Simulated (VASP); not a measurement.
# MgCd5S6 (P-4m2) in VASP: single point with PBE

Aim: the single point of MgCd5S6 with PBE.

All numbers are computed with VASP 6.6.1; they aren't measurements. Logs are shortened: lines on timing, memory, paths and dates and some standing lists are left out, and cuts for length are marked.

## 1. The cell of the first run

It takes space group P-4m2 (No. 115, tetragonal). The conventional cell has a = 4.168 Å, b = 4.168 Å, c = 17.620 Å, α = 90.00°, β = 90.00°, γ = 90.00°. Within 3.3 Å of Mg (site symmetry -4m2) lie 4 S at 2.48 Å. Within 3.4 Å of Cd (site symmetry 2mm) lie 4 S at 2.56 to 2.57 Å. Within 3.4 Å of Cd (site symmetry 2mm) lie 4 S at 2.56 Å. Cd (site symmetry -4m2) has 4 S at 2.56 Å within 3.4 Å. S (site symmetry 2mm) has 2 Mg at 2.48 Å and 2 Cd at 2.57 Å within 3.3 Å. Within 3.4 Å of S (site symmetry 2mm) lie 4 Cd at 2.56 Å. S (site symmetry 2mm) has 4 Cd at 2.56 Å within 3.4 Å.

## 2. Single point, PBE

The input, INCAR:

```
ALGO     = Normal         # electronic algorithm
EDIFF    = 1E-6           # SCF threshold, eV
ENCUT    = 520            # plane-wave cutoff, eV
GGA      = PE             # functional
ISIF     = 2              # what is computed and relaxed
ISMEAR   = 0              # smearing method
LASPH    = True           # aspherical terms in the spheres
LCHARG   = False          # write CHGCAR
LREAL    = False          # projectors in reciprocal space
LWAVE    = False          # write WAVECAR
NBANDS   = 61             # bands
NELM     = 80             # most SCF steps
PREC     = Accurate       # precision mode
SIGMA    = 0.1            # smearing width, eV
```

The input, KPOINTS:

```
k-points
0
Gamma
  4 4 1
```

The input, POSCAR:

```
MgCd5S6
1.0
    4.1680078000      0.0000000000      0.0000000000
    0.0000000000      4.1680078000      0.0000000000
    0.0000000000      0.0000000000     17.6200660000
Mg Cd S
1 5 6
Direct
    0.5000000000      0.5000000000      0.0000000000
    0.0000000000      0.0000000000      0.8389100000
    0.0000000000      0.0000000000      0.1610900000
    0.5000000000      0.5000000000      0.3305540000
    0.0000000000      0.0000000000      0.5000000000
    0.5000000000      0.5000000000      0.6694460000
    0.5000000000      0.0000000000      0.0761010000
    0.0000000000      0.5000000000      0.2458540000
    0.5000000000      0.0000000000      0.4152780000
    0.0000000000      0.5000000000      0.5847220000
    0.5000000000      0.0000000000      0.7541460000
    0.0000000000      0.5000000000      0.9238990000
```

Potentials or basis: VASP PAW PBE potentials, release 64 (Mg, Cd, S).

Launch:

```console
> cat potpaw_PBE.64/Mg/POTCAR potpaw_PBE.64/Cd/POTCAR potpaw_PBE.64/S/POTCAR > POTCAR
> mpirun -np 1 vasp_std > vasp.out
```

OUTCAR:

```text
EDIFF = 1E-6
   ENCUT = 520
   GGA = PE
   ISIF = 2
   ISMEAR = 0
   LASPH = True
   LREAL = False
   NELM = 80
   PREC = Accurate

 ion  position               nearest neighbor table
   1  0.500  0.500  0.000-   7 2.48  12 2.48   7 2.48  12 2.48
   2  0.000  0.000  0.839-  11 2.56  11 2.56  12 2.57  12 2.57
   3  0.000  0.000  0.161-   8 2.56   8 2.56   7 2.57   7 2.57
   4  0.500  0.500  0.331-   8 2.56   8 2.56   9 2.56   9 2.56
   5  0.000  0.000  0.500-   9 2.56  10 2.56  10 2.56   9 2.56
   6  0.500  0.500  0.669-  11 2.56  11 2.56  10 2.56  10 2.56
   7  0.500  0.000  0.076-   1 2.48   1 2.48   3 2.57   3 2.57
   8  0.000  0.500  0.246-   4 2.56   4 2.56   3 2.56   3 2.56
   9  0.500  0.000  0.415-   5 2.56   5 2.56   4 2.56   4 2.56
  10  0.000  0.500  0.585-   5 2.56   5 2.56   6 2.56   6 2.56
  11  0.500  0.000  0.754-   6 2.56   6 2.56   2 2.56   2 2.56
  12  0.000  0.500  0.924-   1 2.48   1 2.48   2 2.57   2 2.57

  LATTYP: Found a simple tetragonal cell.
 ALAT       =     4.1680078000
 C/A-ratio  =     4.2274551406

  Lattice vectors:

 A1 = (   4.1680078000,   0.0000000000,   0.0000000000)
 A2 = (   0.0000000000,   4.1680078000,   0.0000000000)
 A3 = (   0.0000000000,   0.0000000000,  17.6200660000)

Analysis of symmetry for initial positions (statically):
=====================================================================
 Subroutine PRICEL returns:
 Original cell was already a primitive cell.

 Routine SETGRP: Setting up the symmetry group for a
 simple tetragonal supercell.

 Subroutine GETGRP returns: Found  8 space group operations
 (whereof  8 operations were pure point group operations)
 out of a pool of 16 trial point group operations.

The static configuration has the point symmetry D_2d.

Analysis of symmetry for dynamics (positions and initial velocities):
=====================================================================
 Subroutine PRICEL returns:
 Original cell was already a primitive cell.

 Routine SETGRP: Setting up the symmetry group for a
 simple tetragonal supercell.

 Subroutine GETGRP returns: Found  8 space group operations
 (whereof  8 operations were pure point group operations)
 out of a pool of 16 trial point group operations.

The dynamic configuration has the point symmetry D_2d.

 Subroutine INISYM returns: Found  8 space group operations
 (whereof  8 operations are pure point group operations),
 and found     1 'primitive' translations

----------------------------------------------------------------------------------------

                                     Primitive cell

  volume of cell :     306.1009

  direct lattice vectors                    reciprocal lattice vectors
     4.168007800  0.000000000  0.000000000     0.239922776  0.000000000  0.000000000
     0.000000000  4.168007800  0.000000000     0.000000000  0.239922776  0.000000000
     0.000000000  0.000000000 17.620066000     0.000000000  0.000000000  0.056753476

  length of vectors
     4.168007800  4.168007800 17.620066000     0.239922776  0.239922776  0.056753476

  position of ions in fractional coordinates (direct lattice)
     0.500000000  0.500000000  0.000000000
     0.000000000  0.000000000  0.838910000
     0.000000000  0.000000000  0.161090000
     0.500000000  0.500000000  0.330554000
     0.000000000  0.000000000  0.500000000
     0.500000000  0.500000000  0.669446000
     0.500000000  0.000000000  0.076101000
     0.000000000  0.500000000  0.245854000
     0.500000000  0.000000000  0.415278000
     0.000000000  0.500000000  0.584722000
     0.500000000  0.000000000  0.754146000
     0.000000000  0.500000000  0.923899000

  ion indices of the primitive-cell ions
   primitive index   ion index
                 1           1
                 2           2
                 3           3
                 4           4
                 5           5
                 6           6
                 7           7
                 8           8
                 9           9
                10          10
                11          11
                12          12

----------------------------------------------------------------------------------------

 KPOINTS: k-points

Automatic generation of k-mesh.
 Grid dimensions read from file:
 generate k-points for:    4    4    1

 Generating k-lattice:

  Cartesian coordinates                     Fractional coordinates (reciprocal lattice)
     0.059980694  0.000000000  0.000000000     0.250000000  0.000000000  0.000000000
     0.000000000  0.059980694  0.000000000     0.000000000  0.250000000  0.000000000
     0.000000000  0.000000000  0.056753476     0.000000000  0.000000000  1.000000000

  Length of vectors
     0.059980694  0.059980694  0.056753476

  Shift w.r.t. Gamma in fractional coordinates (k-lattice)
     0.000000000  0.000000000  0.000000000

 Subroutine IBZKPT returns following result:
 ===========================================

 Found      6 irreducible k-points:

 Following reciprocal coordinates:
            Coordinates               Weight
  0.000000  0.000000  0.000000      1.000000
  0.250000  0.000000  0.000000      4.000000
  0.500000  0.000000  0.000000      2.000000
  0.250000  0.250000  0.000000      4.000000
  0.500000  0.250000  0.000000      4.000000
  0.500000  0.500000  0.000000      1.000000
   k-points           NKPTS =      6   k-points in BZ     NKDIM =      6   number of bands    NBANDS=     61
   number of dos      NEDOS =    301   number of ions     NIONS =     12
   total plane-waves  NPLWV = 143360
   dimension x,y,z NGX =    32 NGY =   32 NGZ =  140
   dimension x,y,z NGXF=    64 NGYF=   64 NGZF=  280
   ions per type =               1   5   6
   NGX,Y,Z   is equivalent  to a cutoff of  12.76, 12.76, 13.21 a.u.
   NGXF,Y,Z  is equivalent  to a cutoff of  25.53, 25.53, 26.42 a.u.
 SYSTEM =  unknown system
   PREC   = accura    normal or accurate (medium, high low for compatibility)
   ISTART =      0    job   : 0-new  1-cont  2-samecut
   ICHARG =      2    charge: 1-file 2-atom 10-const
   ISPIN  =      1    spin polarized calculation?
   LNONCOLLINEAR =      F non collinear calculations
   LSORBIT =      F    spin-orbit coupling
   LASPH  =      T    aspherical Exc in radial PAW
   ENCUT  =  520.0 eV  38.22 Ry    6.18 a.u.   7.75  7.75 32.76*2*pi/ulx,y,z
   NELM   =     80;   NELMIN=  2; NELMDL= -5     # of ELM steps
   EDIFF  = 0.1E-05   stopping-criterion for ELM
   LREAL  =      F    real-space projection
   EDIFFG = 0.1E-04   stopping-criterion for IOM
   NSW    =      0    number of steps for IOM
   IBRION =     -1    ionic relax: 0-MD 1-quasi-New 2-CG
   NFREE  =      0    steps in history (QN), initial steepest desc. (CG)
   ISIF   =      2    stress and relaxation
   ISYM   =      2    0-nonsym 1-usesym 2-fastsym
   POTIM  = 0.5000    time-step for ionic-motion
   TEBEG  =    0.0;   TEEND  =   0.0 temperature during run
   PSTRESS=    0.0 pullay stress
   NELECT =      98.0000    total number of electrons
   NUPDOWN=      -1.0000    fix difference up-down
   EMIN   =  10.00;   EMAX   =-10.00  energy-range for DOS
   EFERMI =   0.00;   METHOD = LEGACY
   ISMEAR =     0;   SIGMA  =   0.10  broadening in eV -4-tet -1-fermi 0-gaus
   EFERMI_NEDOS =   21; number of points for ismear=-14 and -15
   IALGO  =     38    algorithm
   IMIX   =      4    mixing-type and parameters
     AMIX     =   0.40;   BMIX     =  1.00
     AMIX_MAG =   1.60;   BMIX_MAG =  1.00
  volume/ion in A,a.u.               =      25.51       172.14
  Fermi-wavevector in a.u.,A,eV,Ry     =   1.119941  2.116383 17.065365  1.254269
  Thomas-Fermi vector in A             =   2.256584
   LORBIT       =      0    0 simple, 1 ext, 2 COOP (PROOUT), +10 PAW based schemes
   GGA     = PE    functional components
   LHFCALC =     F    Hartree Fock is set to
   AEXX    =    0.0000 exact exchange contribution
   IVDW    =     0    specifies the selected vdW correction
   LEPSILON=     F    determine dielectric tensor
   LRPA    =     F    only Hartree local field effects (RPA)
 non-spin polarized calculation
 Gauss-broadening in eV      SIGMA  =   0.10
  energy-cutoff  :      520.00
  volume of cell :      306.10
 maximum number of plane-waves:      8249
 NGX is ok and might be reduce to    32
   NGX = 15   NGY = 15   NGZ = 65

 number of electron      98.0000027 magnetization

 Free energy of the ion-electron system (eV)
  ---------------------------------------------------
  ext. energy  EPLUGINS =         0.00000000
  ---------------------------------------------------
  free energy    TOTEN  =       -39.13666992 eV

  energy without entropy =      -39.13666992  energy(sigma->0) =      -39.13666992

 E-fermi :   1.4457     XC(G=0):  -8.8397

 val. band max:        0.9922287896   @ k =   0.0000   0.0000   0.0000
 cond. band min:       2.2907200107   @ k =   0.0000   0.0000   0.0000
 fundamental gap:      1.2984912211
 Fermi energy:         1.4456881309

 k-point     1 :       0.0000    0.0000    0.0000
  band No.  band energies     occupation
      1     -11.0254      2.00000
      2     -10.8990      2.00000
      3     -10.8660      2.00000
      4     -10.6446      2.00000
      5     -10.6089      2.00000
      6     -10.3570      2.00000
[... 53 lines left out ...]
     60       6.6868      0.00000
     61       7.6760      0.00000

 k-point     2 :       0.2500    0.0000    0.0000
  band No.  band energies     occupation
      1     -10.8854      2.00000
      2     -10.7985      2.00000
      3     -10.7493      2.00000
      4     -10.6005      2.00000
      5     -10.5947      2.00000
      6     -10.3591      2.00000
[... 245 lines left out ...]
     60       6.7186      0.00000
     61       7.3113      0.00000

 k-point     6 :       0.5000    0.5000    0.0000
  band No.  band energies     occupation
      1     -10.5425      2.00000
      2     -10.5425      2.00000
      3     -10.5378      2.00000
      4     -10.5378      2.00000
      5     -10.3115      2.00000
      6     -10.3115      2.00000
[... 53 lines left out ...]
     60       6.0496      0.00000
     61       7.2384      0.00000

------------------------ aborting loop because EDIFF is reached ----------------------------------------

  FORCE on cell =-STRESS in cart. coord.  units (eV):
  Direction    XX          YY          ZZ          XY          YZ          ZX
  --------------------------------------------------------------------------------------
  -------------------------------------------------------------------------------------
  Total        0.5662639      0.5662639      0.3781239      0.0000000      0.0000000      0.0000000
  in kB        2.9639089      2.9639089      1.9791563      0.0000000      0.0000000      0.0000000
  external PRESSURE =       2.6356580 kB  Pullay stress =       0.0000000 kB

 VOLUME and BASIS-vectors are now :
 -----------------------------------------------------------------------------
  energy-cutoff  :      520.00
  volume of cell :      306.10
      direct lattice vectors                 reciprocal lattice vectors
     4.168007800  0.000000000  0.000000000     0.239922776  0.000000000  0.000000000
     0.000000000  4.168007800  0.000000000     0.000000000  0.239922776  0.000000000
     0.000000000  0.000000000 17.620066000     0.000000000  0.000000000  0.056753476

 POSITION                                       TOTAL-FORCE (eV/Angst)
 -----------------------------------------------------------------------------------
      2.08400      2.08400      0.00000        -0.000000      0.000000      0.000000
      0.00000      0.00000     14.78165         0.000000      0.000000     -0.001876
      0.00000      0.00000      2.83842        -0.000000      0.000000      0.001876
      2.08400      2.08400      5.82438         0.000000      0.000000      0.001527
      0.00000      0.00000      8.81003        -0.000000     -0.000000      0.000000
      2.08400      2.08400     11.79568        -0.000000      0.000000     -0.001527
      2.08400      0.00000      1.34090        -0.000000     -0.000000     -0.052223
      0.00000      2.08400      4.33196        -0.000000      0.000000     -0.001159
      2.08400      0.00000      7.31723        -0.000000     -0.000000     -0.000968
      0.00000      2.08400     10.30284        -0.000000      0.000000      0.000968
      2.08400      0.00000     13.28810        -0.000000      0.000000      0.001159
      0.00000      2.08400     16.27916        -0.000000      0.000000      0.052223
 -----------------------------------------------------------------------------------
    total drift:                                0.000000      0.000000      0.000000

  FREE ENERGIE OF THE ION-ELECTRON SYSTEM (eV)
  ---------------------------------------------------
  free  energy   TOTEN  =       -39.1366699169 eV

  energy  without entropy=      -39.1366699169  energy(sigma->0) =      -39.13666992
```

Wall time 2.3 min (1 thread of Intel Xeon Platinum 8259CL at 2.50GHz (Skylake/Cascade Lake), shared host); peak memory 0.39 GiB.

Results:

```
Free energy            : -39.1367 eV
Pressure               : 0.3 GPa
Largest force          : 0.052 eV/Å
Band gap on the k mesh : 1.30 eV, direct
```

Forces in eV/Å, atoms in the order of the input:
```
Mg   0.000  0.000  0.000
Cd   0.000  0.000 -0.002
Cd   0.000  0.000  0.002
Cd   0.000  0.000  0.002
Cd   0.000  0.000  0.000
Cd   0.000  0.000 -0.002
S    0.000  0.000 -0.052
S    0.000  0.000 -0.001
S    0.000  0.000 -0.001
S    0.000  0.000  0.001
S    0.000  0.000  0.001
S    0.000  0.000  0.052
```

Stress tensor (GPa, compression positive):
```
0.30 0.00 0.00
0.00 0.30 0.00
0.00 0.00 0.20
```
